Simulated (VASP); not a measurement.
# Ta (Im-3m) in VASP: further runs, part 3 of 3

VASP 6.6.1. Earlier steps stand in the parts before.

## Step 6: Relaxation of cell and atoms, PBE

This run uses another cell than the first one, of 18.01 Å³/atom, 1.104 times its volume.

Input file INCAR:

```
ALGO = Normal ; EDIFF = 1E-6
EDIFFG = -0.02 ; ENCUT = 600
GGA = PE ; IBRION = 2
ISIF = 3 ; ISMEAR = -1
LASPH = True ; LCHARG = False
LREAL = False ; LWAVE = False
NELM = 100 ; NSW = 60
PREC = Accurate ; SIGMA = 0.05
```

Input file KPOINTS:

```
k-points
0
Gamma
  7 7 7
```

Input file POSCAR:

```
Ta
1.0
   -1.6512800000      1.6512800000      1.6512800000
    1.6512800000     -1.6512800000      1.6512800000
    1.6512800000      1.6512800000     -1.6512800000
Ta
1
Direct
    0.0000000000      0.0000000000      0.0000000000
```

Potentials or basis: VASP PAW PBE potentials, release 64 (Ta_pv).

Started as:

```bash
> cat potpaw_PBE.64/Ta_pv/POTCAR > POTCAR
> mpirun -np 1 vasp_std > vasp.out
```

OUTCAR:

```text
EDIFF = 1E-6
   EDIFFG = -0.02
   ENCUT = 600
   GGA = PE
   IBRION = 2
   ISIF = 3
   ISMEAR = -1
   LASPH = True
   LREAL = False
   NELM = 100
   NSW = 60
   PREC = Accurate

 ion  position               nearest neighbor table
   1  0.000  0.000  0.000-

  LATTYP: Found a body centered cubic cell.
 ALAT       =     3.3025600000

  Lattice vectors:

 A1 = (  -1.6512800000,   1.6512800000,   1.6512800000)
 A2 = (   1.6512800000,  -1.6512800000,   1.6512800000)
 A3 = (   1.6512800000,   1.6512800000,  -1.6512800000)

Analysis of symmetry for initial positions (statically):
=====================================================================
 Subroutine PRICEL returns:
 Original cell was already a primitive cell.

 Routine SETGRP: Setting up the symmetry group for a
 body centered cubic supercell.

 Subroutine GETGRP returns: Found 48 space group operations
 (whereof 48 operations were pure point group operations)
 out of a pool of 48 trial point group operations.

The static configuration has the point symmetry O_h .

Analysis of symmetry for dynamics (positions and initial velocities):
=====================================================================
 Subroutine PRICEL returns:
 Original cell was already a primitive cell.

 Routine SETGRP: Setting up the symmetry group for a
 body centered cubic supercell.

 Subroutine GETGRP returns: Found 48 space group operations
 (whereof 48 operations were pure point group operations)
 out of a pool of 48 trial point group operations.

The dynamic configuration has the point symmetry O_h .

 Subroutine INISYM returns: Found 48 space group operations
 (whereof 48 operations are pure point group operations),
 and found     1 'primitive' translations

----------------------------------------------------------------------------------------

                                     Primitive cell

  volume of cell :      18.0104
[... 91 lines left out ...]
   TEBEG  =    0.0;   TEEND  =   0.0 temperature during run
   PSTRESS=    0.0 pullay stress
   NELECT =      11.0000    total number of electrons
   NUPDOWN=      -1.0000    fix difference up-down
   EMIN   =  10.00;   EMAX   =-10.00  energy-range for DOS
   EFERMI =   0.00;   METHOD = LEGACY
   ISMEAR =    -1;   SIGMA  =   0.05  broadening in eV -4-tet -1-fermi 0-gaus
   EFERMI_NEDOS =   21; number of points for ismear=-14 and -15
   IALGO  =     38    algorithm
   IMIX   =      4    mixing-type and parameters
     AMIX     =   0.40;   BMIX     =  1.00
     AMIX_MAG =   1.60;   BMIX_MAG =  1.00
  volume/ion in A,a.u.               =      18.01       121.54
  Fermi-wavevector in a.u.,A,eV,Ry     =   1.388988  2.624806 26.249534  1.929286
  Thomas-Fermi vector in A             =   2.513061
   LORBIT       =      0    0 simple, 1 ext, 2 COOP (PROOUT), +10 PAW based schemes
   GGA     = PE    functional components
   LHFCALC =     F    Hartree Fock is set to
   AEXX    =    0.0000 exact exchange contribution
   IVDW    =     0    specifies the selected vdW correction
   LEPSILON=     F    determine dielectric tensor
   LRPA    =     F    only Hartree local field effects (RPA)
 conjugate gradient relaxation of ions
 non-spin polarized calculation
  energy-cutoff  :      600.00
  volume of cell :       18.01
 maximum number of plane-waves:       610
   NGX = 11   NGY = 11   NGZ = 11

--------------------------------------- Ionic step        1  -------------------------------------------

 number of electron      11.0000002 magnetization

 Free energy of the ion-electron system (eV)
  ---------------------------------------------------
  ext. energy  EPLUGINS =         0.00000000
  ---------------------------------------------------
  free energy    TOTEN  =       -11.84055557 eV

  energy without entropy =      -11.83519793  energy(sigma->0) =      -11.83787675

------------------------ aborting loop because EDIFF is reached ----------------------------------------

  FORCE on cell =-STRESS in cart. coord.  units (eV):
  Direction    XX          YY          ZZ          XY          YZ          ZX
  --------------------------------------------------------------------------------------
  -------------------------------------------------------------------------------------
  Total        0.4365344      0.4365344      0.4365344      0.0000000     -0.0000000      0.0000000
  in kB       38.8335352     38.8335352     38.8335352      0.0000000     -0.0000000      0.0000000
  external PRESSURE =      38.8335352 kB  Pullay stress =       0.0000000 kB
[... 57 lines left out ...]
--------------------------------------- Ionic step        3  -------------------------------------------

 number of electron      11.0000000 magnetization

 Free energy of the ion-electron system (eV)
  ---------------------------------------------------
  ext. energy  EPLUGINS =         0.00000000
  ---------------------------------------------------
  free energy    TOTEN  =       -11.84442081 eV

  energy without entropy =      -11.83908808  energy(sigma->0) =      -11.84175445

 E-fermi :   5.1938     XC(G=0): -12.5300

 val. band max:        5.1791953919   @ k =   0.2857   0.0000   0.0000
 cond. band min:       5.3678122732   @ k =  -0.2857   0.2857   0.1429
 fundamental gap:      0.1886168813
 Fermi energy:         5.1937614456

 k-point     1 :       0.0000    0.0000    0.0000
  band No.  band energies     occupation
      1     -27.8318      2.00000
      2     -27.8318      2.00000
      3     -27.8318      2.00000
      4      -2.5051      2.00000
      5       6.0597      0.00000
      6       6.0597      0.00000
      7       6.0597      0.00000
      8       9.2708      0.00000
      9       9.2708      0.00000
[... 254 lines left out ...]
  FREE ENERGIE OF THE ION-ELECTRON SYSTEM (eV)
  ---------------------------------------------------
  free  energy   TOTEN  =       -11.8444208095 eV

  energy  without entropy=      -11.8390880842  energy(sigma->0) =      -11.84175445

 reached required accuracy - stopping structural energy minimisation
```

Run time: 6.4 s. Hardware: 1 thread of Intel Xeon 6975P-C, shared host; peak memory 0.15 GiB.

What came out:

| Quantity | Value |
| --- | --- |
| Free energy | -11.8444 eV |
| Relaxed volume | 18.34 Å³/atom |
| Relaxed cell | a = 2.877 Å, b = 2.877 Å, c = 2.877 Å, α = 109.47°, β = 109.47°, γ = 109.47° |
| Space group after relaxing (to 0.05 Å) | Im-3m (No. 229) |
| Energy gained by relaxing | 3.9 meV/atom |
| Ionic steps | 3 |
| Pressure after relaxing | 0.0 GPa |

The path:
| step | energy change (eV) | largest force (eV/Å) | pressure (GPa) | volume (Å³) |
| --- | --- | --- | --- | --- |
| 1 | 0.0000 | 0.0000 | 3.88 | 18.01 |
| 2 | 0.0192 | 0.0000 | -8.50 | 19.17 |
| 3 | -0.0039 | 0.0000 | -0.04 | 18.34 |

Final structure:
```
Ta
1.0
    -1.66131    1.66131    1.66131
     1.66131   -1.66131    1.66131
     1.66131    1.66131   -1.66131
Ta
1
Direct
  0.00000 0.00000 0.00000
```

Caveat: the k points lie up to 0.38 Å⁻¹ apart in the final cell; spin-orbit coupling is left out, which moves the levels of the heavy elements.

## Step 7: Overview

| task | cell | cutoff (eV) | gap on the mesh (eV) | pressure (GPa) |
| --- | --- | --- | --- | --- |
| single point | a = 2.767 Å, angles 109.5°, 1 atom | 520 | none | 30.6 |
| single point | a = 2.724 Å, angles 109.5°, 1 atom | 520 | none | 46.1 |
| single point | a = 2.877 Å, angles 109.5°, 1 atom | 520 | none | 0.0 |
| single point | a = 2.816 Å, angles 109.5°, 1 atom | 520 | none | 15.3 |
| relaxation of cell and atoms | relaxed from a = 2.860 Å, angles 109.5°, 1 atom | 600 | none | 0.0 |

Alike in all rows: level PBE; potentials or basis VASP PAW PBE potentials, release 64 (Ta_pv); no spin polarisation; k mesh 7 × 7 × 7; smearing fermi-dirac 0.05 eV.

Caveats: all runs use coarse meshes; spin-orbit coupling is left out, which moves the levels of the heavy elements.

Absolute energies hang on the potentials; compare differences alone.
